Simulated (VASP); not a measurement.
# Ta4O (P4/mmm) in VASP: a series of runs

Ta4O is run at these levels: PBE; tasks: single point.

All numbers are computed with VASP 6.6.1; they aren't measurements. Logs are shortened: lines on timing, memory, paths and dates and some standing lists are left out, and cuts for length are marked.

## (1) The cell of the first run

It takes space group P4/mmm (No. 123, tetragonal). Conventional cell: a = 3.157 Å, b = 3.157 Å, c = 7.174 Å, α = 90.00°, β = 90.00°, γ = 90.00°. Ta (site symmetry 4/mmm) has 4 O at 2.23 Å and 12 Ta at 3.02 to 3.16 Å within 3.2 Å. Ta (site symmetry 4mm) has 1 O at 2.03 Å and 4 Ta at 2.72 Å within 2.8 Å. Within 3.6 Å of Ta (site symmetry 4/mmm) lie 14 Ta at 2.72 to 3.59 Å. O (site symmetry 4/mmm) has 6 Ta at 2.03 to 2.23 Å within 2.7 Å.

## (2) Single point, PBE (strain -0.030 along x and y, -0.030 along z)

Input file INCAR:

```
SYSTEM = Ta4O
PREC = Accurate
ENCUT = 520
EDIFF = 1E-6
ISMEAR = 0
SIGMA = 0.15
LREAL = .False.
LASPH = .True.
NELM = 80
ALGO = Normal
ISIF = 2
LWAVE = .False.
LCHARG = .False.
GGA = PE
NBANDS = 33
```

Input file KPOINTS:

```
regular mesh
0
Gamma
  14 14 8
  0 0 0
```

Input file POSCAR:

```
Ta4O
1.0
    3.1570658336      0.0000000000      0.0000000000
    0.0000000000      3.1570658336      0.0000000000
    0.0000000000      0.0000000000      7.1735250770
Ta O
4 1
Direct
    0.0000000000      0.0000000000      0.5000000000
    0.5000000000      0.5000000000      0.7829127273
    0.5000000000      0.5000000000      0.2170872727
    0.0000000000      0.0000000000      0.0000000000
    0.5000000000      0.5000000000      0.5000000000
```

Potentials or basis: VASP PAW PBE potentials, release 64 (Ta_pv, O).

Launch:

```console
cat potpaw_PBE.64/Ta_pv/POTCAR potpaw_PBE.64/O/POTCAR > POTCAR
mpirun -np 1 vasp_std > vasp.out
```

OUTCAR:

```text
SYSTEM = Ta4O
   PREC = Accurate
   ENCUT = 520
   EDIFF = 1E-6
   ISMEAR = 0
   LREAL = .False.
   LASPH = .True.
   NELM = 80
   ISIF = 2
   GGA = PE

 ion  position               nearest neighbor table
   1  0.000  0.000  0.500-   5 2.23   5 2.23   5 2.23   5 2.23   3 3.02   3 3.02   2 3.02   3 3.02
                             2 3.02   2 3.02   3 3.02   2 3.02   4 3.59   4 3.59
   2  0.500  0.500  0.783-   5 2.03   4 2.72   4 2.72   4 2.72   4 2.72   1 3.02   1 3.02   1 3.02
                             1 3.02   3 3.11
   3  0.500  0.500  0.217-   5 2.03   4 2.72   4 2.72   4 2.72   4 2.72   1 3.02   1 3.02   1 3.02
                             1 3.02   2 3.11
   4  0.000  0.000  0.000-   2 2.72   3 2.72   2 2.72   3 2.72   2 2.72   3 2.72   2 2.72   3 2.72
                             1 3.59   1 3.59
   5  0.500  0.500  0.500-   2 2.03   3 2.03   1 2.23   1 2.23   1 2.23   1 2.23

  LATTYP: Found a simple tetragonal cell.
 ALAT       =     3.1570658336
 C/A-ratio  =     2.2722126985

  Lattice vectors:

 A1 = (   3.1570658336,   0.0000000000,   0.0000000000)
 A2 = (   0.0000000000,   3.1570658336,   0.0000000000)
 A3 = (   0.0000000000,   0.0000000000,   7.1735250770)

Analysis of symmetry for initial positions (statically):
=====================================================================
 Subroutine PRICEL returns:
 Original cell was already a primitive cell.

 Routine SETGRP: Setting up the symmetry group for a
 simple tetragonal supercell.

 Subroutine GETGRP returns: Found 16 space group operations
 (whereof 16 operations were pure point group operations)
 out of a pool of 16 trial point group operations.

The static configuration has the point symmetry D_4h.

Analysis of symmetry for dynamics (positions and initial velocities):
=====================================================================
 Subroutine PRICEL returns:
 Original cell was already a primitive cell.

 Routine SETGRP: Setting up the symmetry group for a
 simple tetragonal supercell.

 Subroutine GETGRP returns: Found 16 space group operations
 (whereof 16 operations were pure point group operations)
 out of a pool of 16 trial point group operations.

The dynamic configuration has the point symmetry D_4h.

 Subroutine INISYM returns: Found 16 space group operations
 (whereof 16 operations are pure point group operations),
 and found     1 'primitive' translations

----------------------------------------------------------------------------------------

                                     Primitive cell

  volume of cell :      71.4990

  direct lattice vectors                    reciprocal lattice vectors
     3.157065834  0.000000000  0.000000000     0.316749809  0.000000000  0.000000000
     0.000000000  3.157065834  0.000000000     0.000000000  0.316749809  0.000000000
     0.000000000  0.000000000  7.173525077     0.000000000  0.000000000  0.139401478

  length of vectors
     3.157065834  3.157065834  7.173525077     0.316749809  0.316749809  0.139401478

  position of ions in fractional coordinates (direct lattice)
     0.000000000  0.000000000  0.500000000
     0.500000000  0.500000000  0.782912727
     0.500000000  0.500000000  0.217087273
     0.000000000  0.000000000  0.000000000
     0.500000000  0.500000000  0.500000000

  ion indices of the primitive-cell ions
   primitive index   ion index
                 1           1
                 2           2
                 3           3
                 4           4
                 5           5

----------------------------------------------------------------------------------------

 KPOINTS: regular mesh

Automatic generation of k-mesh.
 Grid dimensions read from file:
 generate k-points for:   14   14    8

 Generating k-lattice:

  Cartesian coordinates                     Fractional coordinates (reciprocal lattice)
     0.022624986  0.000000000  0.000000000     0.071428571  0.000000000  0.000000000
     0.000000000  0.022624986  0.000000000     0.000000000  0.071428571  0.000000000
     0.000000000  0.000000000  0.017425185     0.000000000  0.000000000  0.125000000

  Length of vectors
     0.022624986  0.022624986  0.017425185

  Shift w.r.t. Gamma in fractional coordinates (k-lattice)
     0.000000000  0.000000000  0.000000000

 Subroutine IBZKPT returns following result:
 ===========================================

 Found    180 irreducible k-points:

 Following reciprocal coordinates:
            Coordinates               Weight
  0.000000  0.000000  0.000000      1.000000
  0.071429  0.000000  0.000000      4.000000
  0.142857  0.000000  0.000000      4.000000
  0.214286  0.000000  0.000000      4.000000
  0.285714  0.000000  0.000000      4.000000
  0.357143  0.000000  0.000000      4.000000
[... 16 lines left out ...]
  0.285714  0.214286  0.000000      8.000000
  0.357143  0.214286  0.000000      8.000000
 [... further k-points ...]
   k-points           NKPTS =    180   k-points in BZ     NKDIM =    180   number of bands    NBANDS=     33
   number of dos      NEDOS =    301   number of ions     NIONS =      5
   total plane-waves  NPLWV =  31104
   dimension x,y,z NGX =    24 NGY =   24 NGZ =   54
   dimension x,y,z NGXF=    48 NGYF=   48 NGZF=  108
   ions per type =               4   1
   NGX,Y,Z   is equivalent  to a cutoff of  12.64, 12.64, 12.51 a.u.
   NGXF,Y,Z  is equivalent  to a cutoff of  25.28, 25.28, 25.03 a.u.
 SYSTEM =  Ta4O
   PREC   = accura    normal or accurate (medium, high low for compatibility)
   ISTART =      0    job   : 0-new  1-cont  2-samecut
   ICHARG =      2    charge: 1-file 2-atom 10-const
   ISPIN  =      1    spin polarized calculation?
   LNONCOLLINEAR =      F non collinear calculations
   LSORBIT =      F    spin-orbit coupling
   LASPH  =      T    aspherical Exc in radial PAW
   ENCUT  =  520.0 eV  38.22 Ry    6.18 a.u.   5.87  5.87 13.34*2*pi/ulx,y,z
   NELM   =     80;   NELMIN=  2; NELMDL= -5     # of ELM steps
   EDIFF  = 0.1E-05   stopping-criterion for ELM
   LREAL  =      F    real-space projection
   EDIFFG = 0.1E-04   stopping-criterion for IOM
   NSW    =      0    number of steps for IOM
   IBRION =     -1    ionic relax: 0-MD 1-quasi-New 2-CG
   NFREE  =      0    steps in history (QN), initial steepest desc. (CG)
   ISIF   =      2    stress and relaxation
   ISYM   =      2    0-nonsym 1-usesym 2-fastsym
   POTIM  = 0.5000    time-step for ionic-motion
   TEBEG  =    0.0;   TEEND  =   0.0 temperature during run
   PSTRESS=    0.0 pullay stress
   NELECT =      50.0000    total number of electrons
   NUPDOWN=      -1.0000    fix difference up-down
   EMIN   =  10.00;   EMAX   =-10.00  energy-range for DOS
   EFERMI =   0.00;   METHOD = LEGACY
   ISMEAR =     0;   SIGMA  =   0.15  broadening in eV -4-tet -1-fermi 0-gaus
   EFERMI_NEDOS =   21; number of points for ismear=-14 and -15
   IALGO  =     38    algorithm
   IMIX   =      4    mixing-type and parameters
     AMIX     =   0.40;   BMIX     =  1.00
     AMIX_MAG =   1.60;   BMIX_MAG =  1.00
  volume/ion in A,a.u.               =      14.30        96.50
  Fermi-wavevector in a.u.,A,eV,Ry     =   1.453109  2.745978 28.729053  2.111526
  Thomas-Fermi vector in A             =   2.570414
   LORBIT       =      0    0 simple, 1 ext, 2 COOP (PROOUT), +10 PAW based schemes
   GGA     = PE    functional components
   LHFCALC =     F    Hartree Fock is set to
   AEXX    =    0.0000 exact exchange contribution
   IVDW    =     0    specifies the selected vdW correction
   LEPSILON=     F    determine dielectric tensor
   LRPA    =     F    only Hartree local field effects (RPA)
 non-spin polarized calculation
 Gauss-broadening in eV      SIGMA  =   0.15
  energy-cutoff  :      520.00
  volume of cell :       71.50
 maximum number of plane-waves:      1968
 NGX is ok and might be reduce to    24
   NGX = 11   NGY = 11   NGZ = 27

 number of electron      49.9999990 magnetization

 Free energy of the ion-electron system (eV)
  ---------------------------------------------------
  ext. energy  EPLUGINS =         0.00000000
  ---------------------------------------------------
  free energy    TOTEN  =       -54.59131879 eV

  energy without entropy =      -54.56375133  energy(sigma->0) =      -54.57753506

 E-fermi :   7.3054     XC(G=0): -13.1034

 val. band max:        7.3034249506   @ k =   0.5000   0.0714   0.2500
 cond. band min:       7.3079667417   @ k =   0.3571   0.1429   0.3750
 fundamental gap:      0.0045417911
 Fermi energy:         7.3053711143

 k-point     1 :       0.0000    0.0000    0.0000
  band No.  band energies     occupation
      1     -28.1920      2.00000
      2     -28.1920      2.00000
      3     -27.8592      2.00000
      4     -27.2892      2.00000
      5     -27.1001      2.00000
      6     -26.8521      2.00000
[... 25 lines left out ...]
     32       9.1753      0.00000
     33       9.8981      0.00000

 k-point     2 :       0.0714    0.0000    0.0000
  band No.  band energies     occupation
      1     -28.2232      2.00000
      2     -28.1886      2.00000
      3     -27.8543      2.00000
      4     -27.2970      2.00000
      5     -27.1105      2.00000
      6     -26.8503      2.00000
[... 25 lines left out ...]
     32       9.6312      0.00000
     33      10.1646      0.00000

 k-point     3 :       0.1429    0.0000    0.0000
  band No.  band energies     occupation
      1     -28.3076      2.00000
      2     -28.1792      2.00000
      3     -27.8418      2.00000
      4     -27.3189      2.00000
      5     -27.1393      2.00000
      6     -26.8503      2.00000
[... 25 lines left out ...]
     32      10.0922      0.00000
     33      11.1424      0.00000

 k-point     4 :       0.2143    0.0000    0.0000
  band No.  band energies     occupation
      1     -28.4227      2.00000
      2     -28.1655      2.00000
      3     -27.8279      2.00000
      4     -27.3493      2.00000
      5     -27.1775      2.00000
      6     -26.8633      2.00000
[... 673 lines left out ...]
     32       9.8973      0.00000
     33      11.5797      0.00000

 k-point    23 :       0.2857    0.2143    0.0000
  band No.  band energies     occupation
      1     -28.4925      2.00000
      2     -28.3284      2.00000
      3     -27.7863      2.00000
      4     -27.3317      2.00000
      5     -27.1348      2.00000
      6     -27.0628      2.00000
[... 25 lines left out ...]
     32      10.3381      0.00000
     33      11.5449      0.00000

 k-point    24 :       0.3571    0.2143    0.0000
  band No.  band energies     occupation
      1     -28.5771      2.00000
      2     -28.3098      2.00000
      3     -27.7783      2.00000
      4     -27.3692      2.00000
      5     -27.1314      2.00000
      6     -27.0849      2.00000
[... 25 lines left out ...]
     32      10.8089      0.00000
     33      11.5177      0.00000

 [... further k-points ...]

------------------------ aborting loop because EDIFF is reached ----------------------------------------

  FORCE on cell =-STRESS in cart. coord.  units (eV):
  Direction    XX          YY          ZZ          XY          YZ          ZX
  --------------------------------------------------------------------------------------
  -------------------------------------------------------------------------------------
  Total       10.2627832     10.2627832     12.7211868      0.0000000      0.0000000     -0.0000000
  in kB      229.9724643    229.9724643    285.0613362      0.0000000      0.0000000     -0.0000000
  external PRESSURE =     248.3354216 kB  Pullay stress =       0.0000000 kB

 VOLUME and BASIS-vectors are now :
 -----------------------------------------------------------------------------
  energy-cutoff  :      520.00
  volume of cell :       71.50
      direct lattice vectors                 reciprocal lattice vectors
     3.157065834  0.000000000  0.000000000     0.316749809  0.000000000  0.000000000
     0.000000000  3.157065834  0.000000000     0.000000000  0.316749809  0.000000000
     0.000000000  0.000000000  7.173525077     0.000000000  0.000000000  0.139401478

 POSITION                                       TOTAL-FORCE (eV/Angst)
 -----------------------------------------------------------------------------------
      0.00000      0.00000      3.58676         0.000000      0.000000      0.000000
      1.57853      1.57853      5.61624         0.000000     -0.000000      0.306954
      1.57853      1.57853      1.55728         0.000000     -0.000000     -0.306954
      0.00000      0.00000      0.00000         0.000000      0.000000      0.000000
      1.57853      1.57853      3.58676         0.000000      0.000000      0.000000
 -----------------------------------------------------------------------------------
    total drift:                                0.000000     -0.000000      0.000000

  FREE ENERGIE OF THE ION-ELECTRON SYSTEM (eV)
  ---------------------------------------------------
  free  energy   TOTEN  =       -54.5913187896 eV

  energy  without entropy=      -54.5637513268  energy(sigma->0) =      -54.57753506
```

Run time: 4.7 min. Hardware: 1 thread of Intel Xeon Platinum 8375C at 2.90GHz (Ice Lake), shared host; peak memory 0.41 GiB.

Results:

```
Free energy            : -54.5913 eV
Pressure               : 24.8 GPa
Largest force          : 0.307 eV/Å
Band gap on the k mesh : zero (bands 25 and 26 overlap by 1.29 eV)
```

Forces in eV/Å, atoms in the order of the input:
```
Ta   0.000  0.000  0.000
Ta   0.000  0.000  0.307
Ta   0.000  0.000 -0.307
Ta   0.000  0.000  0.000
O    0.000  0.000  0.000
```

Levels at points of the mesh, in eV from the Fermi level:
| k point | band 22 | band 23 | band 24 | band 25 | band 26 | band 27 | band 28 | band 29 |
| --- | --- | --- | --- | --- | --- | --- | --- | --- |
| (0.00, 0.00, 0.00) | -1.89 | -0.59 | -0.59 | 0.15 | 0.51 | 1.12 | 1.12 | 1.45 |
| (0.50, 0.00, 0.00) | -1.20 | -1.10 | -0.71 | 0.18 | 0.96 | 1.01 | 1.66 | 1.87 |
| (0.50, 0.50, 0.00) | -1.60 | -1.60 | -0.60 | -0.60 | 2.03 | 2.69 | 3.14 | 3.14 |
| (0.00, 0.00, 0.50) | -0.75 | -0.66 | -0.66 | 0.48 | 0.72 | 0.72 | 0.84 | 1.12 |
| (0.50, 0.00, 0.50) | -1.40 | -1.22 | -0.56 | -0.47 | 1.14 | 1.56 | 1.60 | 1.99 |
| (0.50, 0.50, 0.50) | -1.88 | -1.88 | 0.27 | 0.27 | 2.04 | 2.13 | 2.13 | 3.27 |

Caveat: the cell differs from its parent crystal (strain -0.030 along x and y, -0.030 along z); the stress differs along the axes, from 23 to 29 GPa; spin-orbit coupling is left out, which moves the levels of the heavy elements.

(Continued in part 2 of 2.)
